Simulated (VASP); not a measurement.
# Ru (P6_3/mmc) in VASP: notebook

Ru is run at these levels: LDA; tasks: single point.

Program: VASP 6.6.1. These are calculated values, not measurements. Logs are shortened: lines on timing, memory, paths and dates and some standing lists are left out, and cuts for length are marked.

## Step 1: The cell of the first run

It takes space group P6_3/mmc (No. 194, hexagonal). The conventional cell has a = 2.621 Å, b = 2.621 Å, c = 4.227 Å, α = 90.00°, β = 90.00°, γ = 120.00°. Within 3.4 Å of Ru (site symmetry -6m2) lie 12 Ru at 2.60 to 2.62 Å.

## Step 2: Single point, LDA

INCAR

```
  PREC = Accurate
  ENCUT = 520
  EDIFF = 1E-7
  ISMEAR = 0
  SIGMA = 0.15
  LREAL = F
  LASPH = T
  NELM = 60
  ALGO = Fast
  ISIF = 2
  LWAVE = F
  LCHARG = T
  LELF = T
  LVHAR = T
  NBANDS = 21
```

KPOINTS

```
regular mesh
0
Gamma
  21 21 10
```

POSCAR

```
Ru
1.0
    2.6205776265      0.0000000000      0.0000000000
   -1.3102888133      2.2694867971      0.0000000000
    0.0000000000      0.0000000000      4.2267610266
Ru
2
Direct
    0.3333333333      0.6666666667      0.2500000000
    0.6666666667      0.3333333333      0.7500000000
```

Potentials or basis: VASP PAW LDA potentials, release 64 (Ru_pv).

Run with:

```bash
cat potpaw_LDA.64/Ru_pv/POTCAR > POTCAR
mpirun -np 1 vasp_std > vasp.out
```

OUTCAR:

```text
PREC = Accurate
   ENCUT = 520
   EDIFF = 1E-7
   ISMEAR = 0
   LREAL = F
   LASPH = T
   NELM = 60
   ISIF = 2

 ion  position               nearest neighbor table
   1  0.333  0.667  0.250-   2 2.60   2 2.60   2 2.60   2 2.60   2 2.60   2 2.60
   2  0.667  0.333  0.750-   1 2.60   1 2.60   1 2.60   1 2.60   1 2.60   1 2.60

  LATTYP: Found a hexagonal cell.
 ALAT       =     2.6205776265
 C/A-ratio  =     1.6129119717

  Lattice vectors:

 A1 = (   2.6205776265,   0.0000000000,   0.0000000000)
 A2 = (  -1.3102888133,   2.2694867971,   0.0000000000)
 A3 = (   0.0000000000,   0.0000000000,   4.2267610266)

Analysis of symmetry for initial positions (statically):
=====================================================================
 Subroutine PRICEL returns:
 Original cell was already a primitive cell.

 Routine SETGRP: Setting up the symmetry group for a
 hexagonal supercell.

 Subroutine GETGRP returns: Found 24 space group operations
 (whereof 12 operations were pure point group operations)
 out of a pool of 24 trial point group operations.

The static configuration has the point symmetry D_3d.
 The point group associated with its full space group is D_6h.

Analysis of symmetry for dynamics (positions and initial velocities):
=====================================================================
 Subroutine PRICEL returns:
 Original cell was already a primitive cell.

 Routine SETGRP: Setting up the symmetry group for a
 hexagonal supercell.

 Subroutine GETGRP returns: Found 24 space group operations
 (whereof 12 operations were pure point group operations)
 out of a pool of 24 trial point group operations.

The dynamic configuration has the point symmetry D_3d.
 The point group associated with its full space group is D_6h.

 Subroutine INISYM returns: Found 24 space group operations
 (whereof 12 operations are pure point group operations),
 and found     1 'primitive' translations

----------------------------------------------------------------------------------------

                                     Primitive cell

  volume of cell :      25.1381

  direct lattice vectors                    reciprocal lattice vectors
     2.620577626  0.000000000  0.000000000     0.381595260  0.220314126  0.000000000
    -1.310288813  2.269486797  0.000000000     0.000000000  0.440628252  0.000000000
     0.000000000  0.000000000  4.226761027     0.000000000  0.000000000  0.236587778

  length of vectors
[... 81 lines left out ...]
   NELM   =     60;   NELMIN=  2; NELMDL= -5     # of ELM steps
   EDIFF  = 0.1E-06   stopping-criterion for ELM
   LREAL  =      F    real-space projection
   EDIFFG = 0.1E-05   stopping-criterion for IOM
   NSW    =      0    number of steps for IOM
   IBRION =     -1    ionic relax: 0-MD 1-quasi-New 2-CG
   NFREE  =      0    steps in history (QN), initial steepest desc. (CG)
   ISIF   =      2    stress and relaxation
   ISYM   =      2    0-nonsym 1-usesym 2-fastsym
   POTIM  = 0.5000    time-step for ionic-motion
   TEBEG  =    0.0;   TEEND  =   0.0 temperature during run
   PSTRESS=    0.0 pullay stress
   NELECT =      28.0000    total number of electrons
   NUPDOWN=      -1.0000    fix difference up-down
   EMIN   =  10.00;   EMAX   =-10.00  energy-range for DOS
   EFERMI =   0.00;   METHOD = LEGACY
   ISMEAR =     0;   SIGMA  =   0.15  broadening in eV -4-tet -1-fermi 0-gaus
   EFERMI_NEDOS =   21; number of points for ismear=-14 and -15
   IALGO  =     68    algorithm
   IMIX   =      4    mixing-type and parameters
     AMIX     =   0.40;   BMIX     =  1.00
     AMIX_MAG =   1.60;   BMIX_MAG =  1.00
  volume/ion in A,a.u.               =      12.57        84.82
  Fermi-wavevector in a.u.,A,eV,Ry     =   1.697006  3.206876 39.182458  2.879829
  Thomas-Fermi vector in A             =   2.777766
   LORBIT       =      0    0 simple, 1 ext, 2 COOP (PROOUT), +10 PAW based schemes
   GGA     = CA    functional components
   LHFCALC =     F    Hartree Fock is set to
   AEXX    =    0.0000 exact exchange contribution
   IVDW    =     0    specifies the selected vdW correction
   LEPSILON=     F    determine dielectric tensor
   LRPA    =     F    only Hartree local field effects (RPA)
 non-spin polarized calculation
 RMM-DIIS sequential band-by-band and
 Gauss-broadening in eV      SIGMA  =   0.15
  energy-cutoff  :      520.00
  volume of cell :       25.14
 maximum number of plane-waves:       699
 NGX is ok and might be reduce to    20
   NGX =  9   NGY =  9   NGZ = 15

 number of electron      27.9999994 magnetization

 Free energy of the ion-electron system (eV)
  ---------------------------------------------------
  ext. energy  EPLUGINS =         0.00000000
  ---------------------------------------------------
  free energy    TOTEN  =       -21.32764815 eV

  energy without entropy =      -21.30986796  energy(sigma->0) =      -21.31875806

 E-fermi :  14.1767     XC(G=0): -14.8591

 val. band max:       14.1742524248   @ k =   0.1429   0.0000   0.4000
 cond. band min:      14.1835768685   @ k =   0.1429   0.0476   0.4000
 fundamental gap:      0.0093244437
 Fermi energy:        14.1766520230

 k-point     1 :       0.0000    0.0000    0.0000
  band No.  band energies     occupation
      1     -29.5834      2.00000
      2     -28.3658      2.00000
      3     -28.3658      2.00000
      4     -28.1679      2.00000
      5     -28.1679      2.00000
      6     -28.1473      2.00000
[... 565 lines left out ...]
     20      24.0806      0.00000
     21      24.7628      0.00000

 [... further k-points ...]

------------------------ aborting loop because EDIFF is reached ----------------------------------------

  FORCE on cell =-STRESS in cart. coord.  units (eV):
  Direction    XX          YY          ZZ          XY          YZ          ZX
  --------------------------------------------------------------------------------------
  -------------------------------------------------------------------------------------
  Total        3.2933535      3.2933535      1.5907230     -0.0000000      0.0000000      0.0000000
  in kB      209.9019848    209.9019848    101.3847764     -0.0000000      0.0000000      0.0000000
  external PRESSURE =     173.7295820 kB  Pullay stress =       0.0000000 kB

 VOLUME and BASIS-vectors are now :
 -----------------------------------------------------------------------------
  energy-cutoff  :      520.00
  volume of cell :       25.14
      direct lattice vectors                 reciprocal lattice vectors
     2.620577626  0.000000000  0.000000000     0.381595260  0.220314126  0.000000000
    -1.310288813  2.269486797  0.000000000     0.000000000  0.440628252  0.000000000
     0.000000000  0.000000000  4.226761027     0.000000000  0.000000000  0.236587778

 POSITION                                       TOTAL-FORCE (eV/Angst)
 -----------------------------------------------------------------------------------
     -0.00000      1.51299      1.05669         0.000000     -0.000000      0.000000
      1.31029      0.75650      3.17007        -0.000000      0.000000      0.000000
 -----------------------------------------------------------------------------------
    total drift:                               -0.000000      0.000000     -0.000000

  FREE ENERGIE OF THE ION-ELECTRON SYSTEM (eV)
  ---------------------------------------------------
  free  energy   TOTEN  =       -21.3276481514 eV

  energy  without entropy=      -21.3098679619  energy(sigma->0) =      -21.31875806
```

stdout:

```text
POSCAR found type information on POSCAR Ru
 POSCAR found :  1 types and       2 ions
 scaLAPACK will be used
 LDA part: xc-table for (Slater(with rela. corr.)+CA(PZ))
 , standard interpolation
 POSCAR, INCAR and KPOINTS ok, starting setup
 FFT: planning ... GRIDC
 FFT: planning ... GRID_SOFT
 FFT: planning ... GRID
 WAVECAR not read
 entering main loop
WARNING in EDDRMM: call to ZHEGV failed, returncode =   8  4     20
```

Wall time 65 s (1 thread of AMD EPYC 9R45 (Zen 5), shared host); peak memory 0.19 GiB.

What came out:

```
Free energy            : -21.3276 eV
Pressure               : 17.4 GPa
Band gap on the k mesh : zero (bands 14 and 15 overlap by 3.44 eV)
```

Stress tensor (GPa, compression positive):
```
20.99  0.00  0.00
 0.00 20.99  0.00
 0.00  0.00 10.14
```

Caveat: the stress differs along the axes, from 10 to 21 GPa.

## Step 3: Single point, LDA

This run uses another cell than the first one, of 13.62 Å³/atom.

INCAR

```
PREC     = Accurate       # precision mode
ENCUT    = 520            # plane-wave cutoff, eV
EDIFF    = 1E-6           # SCF threshold, eV
ISMEAR   = 0              # smearing method
SIGMA    = 0.15           # smearing width, eV
LREAL    = F              # projectors in reciprocal space
LASPH    = T              # aspherical terms in the spheres
NELM     = 100            # most SCF steps
ALGO     = Fast           # electronic algorithm
ISIF     = 2              # what is computed and relaxed
LWAVE    = F              # write WAVECAR
LCHARG   = F              # write CHGCAR
GGA      = CA             # functional
NBANDS   = 21             # bands
```

KPOINTS is that of step 2.

POSCAR

```
Ru
1.0
    2.7275399786      0.0000000000      0.0000000000
   -1.3637699893      2.3621189113      0.0000000000
    0.0000000000      0.0000000000      4.2267610266
Ru
2
Direct
    0.3333333333      0.6666666667      0.2500000000
    0.6666666667      0.3333333333      0.7500000000
```

Potentials or basis: VASP PAW LDA potentials, release 64 (Ru_pv).

Run with:

```bash
cat potpaw_LDA.64/Ru_pv/POTCAR > POTCAR
mpirun -np 1 vasp_std > vasp.out
```

Run time: 53 s. Hardware: 1 thread of AMD EPYC 9R45 (Zen 5), shared host; peak memory 0.2 GiB.

Results (log left out):

| Quantity | Value |
| --- | --- |
| Free energy | -21.3511 eV |
| Pressure | -12.0 GPa |
| Band gap on the k mesh | zero (bands 14 and 15 overlap by 3.12 eV) |

Stress tensor (GPa, compression positive):
```
-14.56   0.00   0.00
  0.00 -14.56   0.00
  0.00   0.00  -6.93
```

Levels at points of the mesh, in eV from the Fermi level:
| k point | band 10 | band 11 | band 12 | band 13 | band 14 | band 15 | band 16 | band 17 | band 18 | band 19 |
| --- | --- | --- | --- | --- | --- | --- | --- | --- | --- | --- |
| (0.00, 0.00, 0.00) | -2.64 | -2.24 | -1.90 | -1.90 | -1.56 | -1.56 | 1.18 | 1.18 | 1.52 | 9.96 |
| (0.00, 0.00, 0.50) | -2.86 | -2.86 | -2.86 | -2.62 | -2.62 | 0.56 | 0.56 | 0.56 | 0.56 | 9.97 |

Caveat: the stress differs along the axes, from -15 to -7 GPa.

[end of part 1 of 2]
